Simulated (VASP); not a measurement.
# PbSe (I4/mmm) in VASP: notebook, part 3 of 3

VASP 6.6.1. The steps go on from the part before.

## Step 5: Single point, PBE+D3(BJ) (32.31 Å³/atom)

This run uses another cell than the first one, of 32.31 Å³/atom.

INCAR reads:

```
SYSTEM = PbSe
ALGO = Normal
EDIFF = 1E-7
ENCUT = 520
GGA = PE
ISIF = 2
ISMEAR = 0
IVDW = 12
LASPH = .TRUE.
LCHARG = .FALSE.
LREAL = .FALSE.
LWAVE = .FALSE.
NBANDS = 17
NELM = 60
PREC = Accurate
SIGMA = 0.03
```

KPOINTS reads:

```
k-points
0
G
  10 10 10
  0 0 0
```

POSCAR reads:

```
PbSe
1.0
    0.0000000000      3.1344668607      3.2889960769
    3.1344668607      0.0000000000      3.2889960769
    3.1344668607      3.1344668607      0.0000000000
Pb Se
1 1
Direct
    0.0000000000      0.0000000000      0.0000000000
    0.5000000000      0.5000000000      0.5000000000
```

Potentials or basis: VASP PAW PBE potentials, release 64 (Pb_d, Se).

Run with:

```sh
$ cat potpaw_PBE.64/Pb_d/POTCAR potpaw_PBE.64/Se/POTCAR > POTCAR
$ mpirun -np 1 vasp_std > vasp.out
```

OUTCAR:

```text
SYSTEM = PbSe
   EDIFF = 1E-7
   ENCUT = 520
   GGA = PE
   ISIF = 2
   ISMEAR = 0
   IVDW = 12
   LASPH = .TRUE.
   LREAL = .FALSE.
   NELM = 60
   PREC = Accurate
 IVDW          = 12

 ion  position               nearest neighbor table
   1  0.000  0.000  0.000-   2 3.13   2 3.13   2 3.13   2 3.13   2 3.29   2 3.29
   2  0.500  0.500  0.500-   1 3.13   1 3.13   1 3.13   1 3.13   1 3.29   1 3.29

  LATTYP: Found a body centered tetragonal cell.
 ALAT       =     4.4328055452
 C/A-ratio  =     1.4839342910

  Lattice vectors:

 A1 = (  -3.1344668607,   0.0000000000,   3.2889960769)
 A2 = (   3.1344668607,   0.0000000000,   3.2889960769)
 A3 = (   0.0000000000,   3.1344668607,  -3.2889960769)

Analysis of symmetry for initial positions (statically):
=====================================================================
 Subroutine PRICEL returns:
 Original cell was already a primitive cell.

 Routine SETGRP: Setting up the symmetry group for a
 body centered tetragonal supercell.

 Subroutine GETGRP returns: Found 16 space group operations
 (whereof 16 operations were pure point group operations)
 out of a pool of 16 trial point group operations.

The static configuration has the point symmetry D_4h.

Analysis of symmetry for dynamics (positions and initial velocities):
=====================================================================
 Subroutine PRICEL returns:
 Original cell was already a primitive cell.

 Routine SETGRP: Setting up the symmetry group for a
 body centered tetragonal supercell.

 Subroutine GETGRP returns: Found 16 space group operations
 (whereof 16 operations were pure point group operations)
 out of a pool of 16 trial point group operations.

The dynamic configuration has the point symmetry D_4h.

 Subroutine INISYM returns: Found 16 space group operations
 (whereof 16 operations are pure point group operations),
 and found     1 'primitive' translations

----------------------------------------------------------------------------------------

                                     Primitive cell

  volume of cell :      64.6280

  direct lattice vectors                    reciprocal lattice vectors
     0.000000000  3.134466861  3.288996077    -0.159516761  0.159516761  0.152022072
     3.134466861  0.000000000  3.288996077     0.159516761 -0.159516761  0.152022072
     3.134466861  3.134466861  0.000000000     0.159516761  0.159516761 -0.152022072

  length of vectors
     4.543388350  4.543388350  4.432805545     0.272032910  0.272032910  0.272032910

  position of ions in fractional coordinates (direct lattice)
     0.000000000  0.000000000  0.000000000
     0.500000000  0.500000000  0.500000000

  ion indices of the primitive-cell ions
   primitive index   ion index
                 1           1
                 2           2

----------------------------------------------------------------------------------------

 KPOINTS: k-points

Automatic generation of k-mesh.
 Grid dimensions read from file:
 generate k-points for:   10   10   10

 Generating k-lattice:

  Cartesian coordinates                     Fractional coordinates (reciprocal lattice)
    -0.015951676  0.015951676  0.015202207     0.100000000 -0.000000000  0.000000000
     0.015951676 -0.015951676  0.015202207    -0.000000000  0.100000000  0.000000000
     0.015951676  0.015951676 -0.015202207     0.000000000  0.000000000  0.100000000

  Length of vectors
     0.027203291  0.027203291  0.027203291

  Shift w.r.t. Gamma in fractional coordinates (k-lattice)
     0.000000000  0.000000000  0.000000000

 Subroutine IBZKPT returns following result:
 ===========================================

 Found    102 irreducible k-points:

 Following reciprocal coordinates:
            Coordinates               Weight
  0.000000  0.000000  0.000000      1.000000
  0.100000  0.000000  0.000000      8.000000
  0.200000  0.000000  0.000000      8.000000
  0.300000  0.000000  0.000000      8.000000
  0.400000 -0.000000  0.000000      8.000000
  0.500000  0.000000  0.000000      4.000000
[... 16 lines left out ...]
  0.300000  0.300000  0.000000      2.000000
  0.400000  0.300000  0.000000      8.000000
 [... further k-points ...]
   k-points           NKPTS =    102   k-points in BZ     NKDIM =    102   number of bands    NBANDS=     17
   number of dos      NEDOS =    301   number of ions     NIONS =      2
   total plane-waves  NPLWV =  46656
   dimension x,y,z NGX =    36 NGY =   36 NGZ =   36
   dimension x,y,z NGXF=    72 NGYF=   72 NGZF=   72
   ions per type =               1   1
   NGX,Y,Z   is equivalent  to a cutoff of  13.17, 13.17, 13.50 a.u.
   NGXF,Y,Z  is equivalent  to a cutoff of  26.35, 26.35, 27.00 a.u.
 SYSTEM =  PbSe
   PREC   = accura    normal or accurate (medium, high low for compatibility)
   ISTART =      0    job   : 0-new  1-cont  2-samecut
   ICHARG =      2    charge: 1-file 2-atom 10-const
   ISPIN  =      1    spin polarized calculation?
   LNONCOLLINEAR =      F non collinear calculations
   LSORBIT =      F    spin-orbit coupling
   LASPH  =      T    aspherical Exc in radial PAW
   ENCUT  =  520.0 eV  38.22 Ry    6.18 a.u.   8.45  8.45  8.24*2*pi/ulx,y,z
   NELM   =     60;   NELMIN=  2; NELMDL= -5     # of ELM steps
   EDIFF  = 0.1E-06   stopping-criterion for ELM
   LREAL  =      F    real-space projection
   EDIFFG = 0.1E-05   stopping-criterion for IOM
   NSW    =      0    number of steps for IOM
   IBRION =     -1    ionic relax: 0-MD 1-quasi-New 2-CG
   NFREE  =      0    steps in history (QN), initial steepest desc. (CG)
   ISIF   =      2    stress and relaxation
   ISYM   =      2    0-nonsym 1-usesym 2-fastsym
   POTIM  = 0.5000    time-step for ionic-motion
   TEBEG  =    0.0;   TEEND  =   0.0 temperature during run
   PSTRESS=    0.0 pullay stress
   NELECT =      20.0000    total number of electrons
   NUPDOWN=      -1.0000    fix difference up-down
   EMIN   =  10.00;   EMAX   =-10.00  energy-range for DOS
   EFERMI =   0.00;   METHOD = LEGACY
   ISMEAR =     0;   SIGMA  =   0.03  broadening in eV -4-tet -1-fermi 0-gaus
   EFERMI_NEDOS =   21; number of points for ismear=-14 and -15
   IALGO  =     38    algorithm
   IMIX   =      4    mixing-type and parameters
     AMIX     =   0.40;   BMIX     =  1.00
     AMIX_MAG =   1.60;   BMIX_MAG =  1.00
  volume/ion in A,a.u.               =      32.31       218.07
  Fermi-wavevector in a.u.,A,eV,Ry     =   1.107332  2.092554 16.683254  1.226185
  Thomas-Fermi vector in A             =   2.243845
   LORBIT       =      0    0 simple, 1 ext, 2 COOP (PROOUT), +10 PAW based schemes
   GGA     = PE    functional components
   LHFCALC =     F    Hartree Fock is set to
   AEXX    =    0.0000 exact exchange contribution
   IVDW    =    12    specifies the selected vdW correction
   LEPSILON=     F    determine dielectric tensor
   LRPA    =     F    only Hartree local field effects (RPA)
 non-spin polarized calculation
 Gauss-broadening in eV      SIGMA  =   0.03
  energy-cutoff  :      520.00
  volume of cell :       64.63
 maximum number of plane-waves:      1771
 NGX is ok and might be reduce to    36
   NGX = 17   NGY = 17   NGZ = 17

 number of electron      19.9999998 magnetization

 Free energy of the ion-electron system (eV)
  ---------------------------------------------------
  ext. energy  EPLUGINS =         0.00000000
  ---------------------------------------------------
  free energy    TOTEN  =        -8.13477430 eV

  energy without entropy =       -8.13477430  energy(sigma->0) =       -8.13477430

 E-fermi :   3.7912     XC(G=0):  -8.9855

 val. band max:        3.6530407238   @ k =   0.5000   0.0000   0.0000
 cond. band min:       4.2325333631   @ k =   0.5000   0.0000   0.0000
 fundamental gap:      0.5794926392
 Fermi energy:         3.7911918265

 k-point     1 :       0.0000    0.0000    0.0000
  band No.  band energies     occupation
      1     -13.0201      2.00000
      2     -13.0160      2.00000
      3     -13.0160      2.00000
      4     -12.9962      2.00000
      5     -12.9841      2.00000
      6      -8.9922      2.00000
[... 9 lines left out ...]
     16      10.5381      0.00000
     17      11.1134      0.00000
[... 441 lines left out ...]
 k-point    24 :       0.4000    0.3000    0.0000
  band No.  band energies     occupation
      1     -13.0591      2.00000
      2     -13.0017      2.00000
      3     -12.9974      2.00000
      4     -12.9973      2.00000
      5     -12.9779      2.00000
      6      -8.2742      2.00000
[... 9 lines left out ...]
     16      14.3594      0.00000
     17      14.8568      0.00000

 [... further k-points ...]

------------------------ aborting loop because EDIFF is reached ----------------------------------------

 Edisp (eV)   -0.67424

 E8    (eV) :    -0.3157

  FORCE on cell =-STRESS in cart. coord.  units (eV):
  Direction    XX          YY          ZZ          XY          YZ          ZX
  --------------------------------------------------------------------------------------
  -------------------------------------------------------------------------------------
  Total      -0.38426    -0.38426    -1.69575     0.00000     0.00000     0.00000
  in kB      -9.52613    -9.52613   -42.03890     0.00000     0.00000     0.00000
  external pressure =      -20.36 kB  Pullay stress =        0.00 kB

 VOLUME and BASIS-vectors are now :
 -----------------------------------------------------------------------------
  energy-cutoff  :      520.00
  volume of cell :       64.63
      direct lattice vectors                 reciprocal lattice vectors
     0.000000000  3.134466861  3.288996077    -0.159516761  0.159516761  0.152022072
     3.134466861  0.000000000  3.288996077     0.159516761 -0.159516761  0.152022072
     3.134466861  3.134466861  0.000000000     0.159516761  0.159516761 -0.152022072

 POSITION                                       TOTAL-FORCE (eV/Angst)
 -----------------------------------------------------------------------------------
      0.00000      0.00000      0.00000         0.000000      0.000000     -0.000000
      3.13447      3.13447      3.28900        -0.000000     -0.000000      0.000000
 -----------------------------------------------------------------------------------
    total drift:                                0.000000      0.000000      0.000000

  FREE ENERGIE OF THE ION-ELECTRON SYSTEM (eV)
  ---------------------------------------------------
  free  energy   TOTEN  =        -8.8090135204 eV

  energy  without entropy=       -8.8090135204  energy(sigma->0) =       -8.80901352
```

OSZICAR:

```text
N       E                     dE             d eps       ncg     rms          rms(c)
DAV:   1     0.156248402305E+03    0.15625E+03   -0.93826E+03  3484   0.116E+03
DAV:   2     0.352602152660E+01   -0.15272E+03   -0.14754E+03  3746   0.301E+02
DAV:   3    -0.821963896733E+01   -0.11746E+02   -0.11629E+02  4413   0.885E+01
DAV:   4    -0.851072788843E+01   -0.29109E+00   -0.29083E+00  4406   0.162E+01
DAV:   5    -0.852126619948E+01   -0.10538E-01   -0.10538E-01  4952   0.293E+00    0.271E+00
DAV:   6    -0.813487163132E+01    0.38639E+00   -0.10306E+00  5153   0.609E+00    0.138E+00
DAV:   7    -0.813138415328E+01    0.34875E-02   -0.13800E-01  4046   0.168E+00    0.821E-01
DAV:   8    -0.813537789865E+01   -0.39937E-02   -0.17095E-02  4154   0.131E+00    0.211E-01
DAV:   9    -0.813464116356E+01    0.73674E-03   -0.37286E-03  5206   0.490E-01    0.770E-02
DAV:  10    -0.813476336011E+01   -0.12220E-03   -0.30098E-04  4066   0.103E-01    0.265E-02
DAV:  11    -0.813477379748E+01   -0.10437E-04   -0.50872E-05  4613   0.694E-02    0.617E-03
DAV:  12    -0.813477414736E+01   -0.34988E-06   -0.25647E-06  4478   0.123E-02    0.127E-03
DAV:  13    -0.813477425319E+01   -0.10583E-06   -0.16538E-07  4149   0.294E-03    0.844E-04
DAV:  14    -0.813477429894E+01   -0.45751E-07   -0.87971E-08  3538   0.148E-03
   1 F= -.88090135E+01 E0= -.88090135E+01  d E =-.417638E-13
```

stdout:

```text
POSCAR found type information on POSCAR PbSe
 POSCAR found :  2 types and       2 ions
 scaLAPACK will be used
 LDA part: xc-table for (Slater+PW92), standard interpolation
 POSCAR, INCAR and KPOINTS ok, starting setup
 FFT: planning ... GRIDC
 FFT: planning ... GRID_SOFT
 FFT: planning ... GRID
 WAVECAR not read
 entering main loop
```

Run time: 2.7 min. Hardware: 1 thread of Intel Xeon 8259CL, shared host; peak memory 0.29 GiB.

What came out:

```
Free energy                : -8.8090 eV
Pressure                   : -2.0 GPa
Band gap on the k mesh     : 0.58 eV
Dispersion energy per atom : -0.337 eV
```

Levels at points of the mesh, in eV from the valence-band top:
```csv
k point,band 7,band 8,band 9,band 10,band 11,band 12,band 13,band 14
"(0.00, 0.00, 0.00)",-6.44,-1.47,-1.47,-1.10,3.87,4.79,4.79,6.60
"(0.50, 0.00, 0.00)",-8.20,-1.06,-0.97,0.00,0.58,1.85,2.05,8.41
"(0.50, 0.50, 0.00)",-7.07,-3.95,-2.46,-2.46,4.31,5.20,5.36,5.36
"(0.50, 0.00, 0.50)",-7.23,-4.06,-2.76,-2.30,4.15,4.64,5.61,5.77
```

Caveat: spin-orbit coupling is left out, which moves the levels of the heavy elements. A k mesh can miss the band edges.

## Step 6: The runs side by side

| cell | gap on the mesh (eV) | pressure (GPa) |
| --- | --- | --- |
| a = 4.428, b = 4.428, c = 4.463 Å, angles 59.7, 59.7, 60.5°, 2 atoms | 0.51 | -2.8 |
| a = 4.478, b = 4.478, c = 4.369 Å, angles 60.8, 60.8, 58.4°, 2 atoms | 0.47 | -2.5 |
| a = 4.497, b = 4.497, c = 4.425 Å, angles 60.5, 60.5, 58.9°, 2 atoms | 0.55 | -2.6 |
| a = 4.543, b = 4.543, c = 4.433 Å, angles 60.8, 60.8, 58.4°, 2 atoms | 0.58 | -2.0 |

Alike in all rows: task single point; level PBE+D3(BJ); potentials or basis VASP PAW PBE potentials, release 64 (Pb_d, Se); no spin polarisation; k mesh 10 × 10 × 10; cutoff (eV) 520; smearing gaussian 0.03 eV.

Caveats: spin-orbit coupling is left out, which moves the levels of the heavy elements.

Absolute energies hang on the potentials; compare differences alone.
